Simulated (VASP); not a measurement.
# ZrB (Fm-3m) in VASP: notebook, part 2 of 2

VASP 6.6.1. Earlier steps stand in the parts before.

## Step 5: Single point, PBEsol+U

INCAR

```
PREC     = Accurate       # precision mode
ENCUT    = 520            # plane-wave cutoff, eV
EDIFF    = 1E-6           # SCF threshold, eV
ISMEAR   = -1             # smearing method
SIGMA    = 0.05           # smearing width, eV
LREAL    = F              # projectors in reciprocal space
LASPH    = T              # aspherical terms in the spheres
NELM     = 150            # most SCF steps
ALGO     = Normal         # electronic algorithm
ISIF     = 2              # what is computed and relaxed
LWAVE    = F              # write WAVECAR
LCHARG   = F              # write CHGCAR
LMAXMIX  = 4              # l up to which the mixer works
LDAU     = T              # DFT+U
LDAUTYPE = 2            
LDAUL    = 2 -1           # shell
LDAUU    = 4 0            # U, eV
LDAUJ    = 0 0          
LDAUPRINT= 1            
GGA      = PS             # functional
NBANDS   = 14             # bands
```

KPOINTS

```
regular mesh
0
Gamma
  10 10 10
```

POSCAR

```
ZrB
1.0
    0.0000000000      2.3250000000      2.3250000000
    2.3250000000      0.0000000000      2.3250000000
    2.3250000000      2.3250000000      0.0000000000
Zr B
1 1
Direct
    0.0000000000      0.0000000000      0.0000000000
    0.5000000000      0.5000000000      0.5000000000
```

Potentials or basis: VASP PAW PBE potentials, release 64 (Zr_sv, B).

Run with:

```sh
cat potpaw_PBE.64/Zr_sv/POTCAR potpaw_PBE.64/B/POTCAR > POTCAR
mpirun -np 1 vasp_std > vasp.out
```

OUTCAR:

```text
PREC = Accurate
   ENCUT = 520
   EDIFF = 1E-6
   ISMEAR = -1
   LREAL = F
   LASPH = T
   NELM = 150
   ISIF = 2
   GGA = PS

 ion  position               nearest neighbor table
   1  0.000  0.000  0.000-   2 2.33   2 2.33   2 2.33   2 2.33   2 2.33   2 2.33
   2  0.500  0.500  0.500-   1 2.33   1 2.33   1 2.33   1 2.33   1 2.33   1 2.33

  LATTYP: Found a face centered cubic cell.
 ALAT       =     4.6500000000

  Lattice vectors:

 A1 = (   0.0000000000,   2.3250000000,   2.3250000000)
 A2 = (   2.3250000000,   0.0000000000,   2.3250000000)
 A3 = (   2.3250000000,   2.3250000000,   0.0000000000)

Analysis of symmetry for initial positions (statically):
=====================================================================
 Subroutine PRICEL returns:
 Original cell was already a primitive cell.

 Routine SETGRP: Setting up the symmetry group for a
 face centered cubic supercell.

 Subroutine GETGRP returns: Found 48 space group operations
 (whereof 48 operations were pure point group operations)
 out of a pool of 48 trial point group operations.

The static configuration has the point symmetry O_h .

Analysis of symmetry for dynamics (positions and initial velocities):
=====================================================================
 Subroutine PRICEL returns:
 Original cell was already a primitive cell.

 Routine SETGRP: Setting up the symmetry group for a
 face centered cubic supercell.

 Subroutine GETGRP returns: Found 48 space group operations
 (whereof 48 operations were pure point group operations)
 out of a pool of 48 trial point group operations.

The dynamic configuration has the point symmetry O_h .

 Subroutine INISYM returns: Found 48 space group operations
 (whereof 48 operations are pure point group operations),
 and found     1 'primitive' translations

----------------------------------------------------------------------------------------

                                     Primitive cell
[... 163 lines left out ...]
  o =  0.2438  v = -0.0000 -0.0000  0.0147  0.0000  0.9999  0.0000  0.0000  0.0000  0.0000  0.0000      0.0000  0.0000  0.0000  0.0000  0.0000  0.0000  0.0000  0.0000  0.0000  0.0000

 number of electron      15.0000000 magnetization

 Free energy of the ion-electron system (eV)
  ---------------------------------------------------
  ext. energy  EPLUGINS =         0.00000000
  ---------------------------------------------------
  free energy    TOTEN  =       -13.71999191 eV

  energy without entropy =      -13.70887181  energy(sigma->0) =      -13.71443186

 E-fermi :   9.4043     XC(G=0): -12.3371

 val. band max:        9.3602597532   @ k =   0.5000   0.3000   0.1000
 cond. band min:       9.4127527577   @ k =  -0.2000   0.1000   0.0000
 fundamental gap:      0.0524930045
 Fermi energy:         9.4042647969

 k-point     1 :       0.0000    0.0000    0.0000
  band No.  band energies     occupation
      1     -38.1169      2.00000
      2     -15.8580      2.00000
      3     -15.8580      2.00000
      4     -15.8580      2.00000
      5       0.6997      2.00000
      6      11.6968      0.00000
      7      11.6968      0.00000
      8      11.6968      0.00000
      9      13.0027      0.00000
     10      13.0027      0.00000
     11      13.0027      0.00000
     12      13.2722      0.00000
     13      13.2722      0.00000
     14      19.9849      0.00000
[... 377 lines left out ...]
      1     -37.9897      2.00000
      2     -16.5512      2.00000
      3     -16.1369      2.00000
      4     -16.1072      2.00000
      5       3.1304      2.00000
      6       7.5047      2.00000
      7       8.7757      1.99999
      8      10.6844      0.00000
      9      11.5042      0.00000
     10      15.2792      0.00000
     11      17.1045      0.00000
     12      17.2700      0.00000
     13      21.0564      0.00000
     14      23.1365      0.00000

 [... further k-points ...]

------------------------ aborting loop because EDIFF is reached ----------------------------------------

  FORCE on cell =-STRESS in cart. coord.  units (eV):
  Direction    XX          YY          ZZ          XY          YZ          ZX
  --------------------------------------------------------------------------------------
  -------------------------------------------------------------------------------------
  Total        6.7044957      6.7044957      6.7044957     -0.0000000     -0.0000000      0.0000000
  in kB      427.3442171    427.3442171    427.3442171     -0.0000000     -0.0000000      0.0000000
  external PRESSURE =     427.3442171 kB  Pullay stress =       0.0000000 kB

 VOLUME and BASIS-vectors are now :
 -----------------------------------------------------------------------------
  energy-cutoff  :      520.00
  volume of cell :       25.14
      direct lattice vectors                 reciprocal lattice vectors
     0.000000000  2.325000000  2.325000000    -0.215053763  0.215053763  0.215053763
     2.325000000  0.000000000  2.325000000     0.215053763 -0.215053763  0.215053763
     2.325000000  2.325000000  0.000000000     0.215053763  0.215053763 -0.215053763

 POSITION                                       TOTAL-FORCE (eV/Angst)
 -----------------------------------------------------------------------------------
      0.00000      0.00000      0.00000         0.000000      0.000000     -0.000000
      2.32500      2.32500      2.32500         0.000000      0.000000      0.000000
 -----------------------------------------------------------------------------------
    total drift:                                0.000000     -0.000000     -0.000000

  FREE ENERGIE OF THE ION-ELECTRON SYSTEM (eV)
  ---------------------------------------------------
  free  energy   TOTEN  =       -13.7199919083 eV

  energy  without entropy=      -13.7088718148  energy(sigma->0) =      -13.71443186
```

stdout:

```text
POSCAR found type information on POSCAR ZrB
 POSCAR found :  2 types and       2 ions
 scaLAPACK will be used
 -----------------------------------------------------------------------------
|                                                                             |
|                                                                             |
|     You enforced a specific xc type in the INCAR file but a different       |
|     I HOPE YOU KNOW WHAT YOU ARE DOING!                                     |
|                                                                             |
 -----------------------------------------------------------------------------

 LDA part: xc-table for (Slater+PW92), standard interpolation
 POSCAR, INCAR and KPOINTS ok, starting setup
 FFT: planning ... GRIDC
 FFT: planning ... GRID_SOFT
 FFT: planning ... GRID
 WAVECAR not read
 entering main loop
```

Run time: 23 s. Hardware: 1 thread of Intel Xeon 8259CL, shared host; peak memory 0.15 GiB.

Results:

```
Free energy            : -13.7200 eV
Pressure               : 42.7 GPa
Band gap on the k mesh : zero (an odd number of electrons rules out a gap without spin polarisation)
```

Eigenvalues of the final occupation matrices:
| site | spin | trace | eigenvalues |
| --- | --- | --- | --- |
| site 1 d | 1 | 0.86 | 0.12 0.12 0.12 0.24 0.24 |
| site 1 d | 2 | 0.86 | 0.12 0.12 0.12 0.24 0.24 |

Caveat: the cell stands under pressure; the PAW data sets were made with another functional, which shifts forces and pressure a little; U without spin polarisation on a metal has little footing; the U is typed as a test and isn't derived for this compound.

## Step 6: Single point, PBEsol+U

INCAR

```
SYSTEM = ZrB
PREC = Accurate
ENCUT = 520
EDIFF = 1E-7
ISMEAR = -1
SIGMA = 0.05
LREAL = .FALSE.
LASPH = .TRUE.
NELM = 150
ALGO = Normal
ISIF = 2
LWAVE = .FALSE.
LCHARG = .FALSE.
LMAXMIX = 4
LDAU = .TRUE.
LDAUTYPE = 2
LDAUL = 2 -1
LDAUU = 5 0
LDAUJ = 0 0
LDAUPRINT = 1
GGA = PS
NBANDS = 14
```

KPOINTS

```
Automatic mesh
0
G
  10 10 10
  0 0 0
```

POSCAR is that of step 5.

Potentials or basis: VASP PAW PBE potentials, release 64 (Zr_sv, B).

Run with:

```sh
cat potpaw_PBE.64/Zr_sv/POTCAR potpaw_PBE.64/B/POTCAR > POTCAR
mpirun -np 1 vasp_std > vasp.out
```

Run time: 20 s. Hardware: 1 thread of Intel Xeon 8259CL, shared host; peak memory 0.15 GiB.

The run converged. Its results:

* Free energy: -13.0361 eV
* Pressure: 46.2 GPa
* Band gap on the k mesh: zero (an odd number of electrons rules out a gap without spin polarisation)

Levels at points of the mesh, in eV from the Fermi level:
| k point | band 6 | band 7 | band 8 | band 9 | band 10 | band 11 |
| --- | --- | --- | --- | --- | --- | --- |
| (0.00, 0.00, 0.00) | 2.40 | 2.40 | 2.40 | 3.54 | 3.54 | 3.54 |
| (0.50, 0.00, 0.00) | -3.97 | -1.35 | -1.35 | 6.45 | 6.45 | 7.66 |
| (0.50, 0.50, 0.00) | -0.87 | -0.82 | 2.17 | 2.17 | 5.76 | 7.76 |

Eigenvalues of the final occupation matrices:
| site | spin | trace | eigenvalues |
| --- | --- | --- | --- |
| site 1 d | 1 | 0.83 | 0.12 0.12 0.12 0.24 0.24 |
| site 1 d | 2 | 0.83 | 0.12 0.12 0.12 0.24 0.24 |

Caveat: the cell stands under pressure; the PAW data sets were made with another functional, which shifts forces and pressure a little; U without spin polarisation on a metal has little footing; the U is typed as a test and isn't derived for this compound.

## Step 7: The runs side by side

```csv
U,gap on the mesh (eV),pressure (GPa)
Zr d U = 1.0 eV,none,32.7
Zr d U = 2.0 eV,none,36.0
Zr d U = 3.0 eV,none,39.3
Zr d U = 4.0 eV,none,42.7
Zr d U = 5.0 eV,none,46.2
```

Alike in all rows: task single point; level PBEsol+U; potentials or basis VASP PAW PBE potentials, release 64 (Zr_sv, B); no spin polarisation; cell as given; k mesh 10 × 10 × 10; cutoff (eV) 520; smearing fermi-dirac 0.05 eV.

Caveats: the cell stands under pressure; the PAW data sets were made with another functional, which shifts forces and pressure a little; U without spin polarisation on a metal has little footing; the U is typed as a test and isn't derived for this compound.

Absolute energies hang on the potentials; compare differences alone.
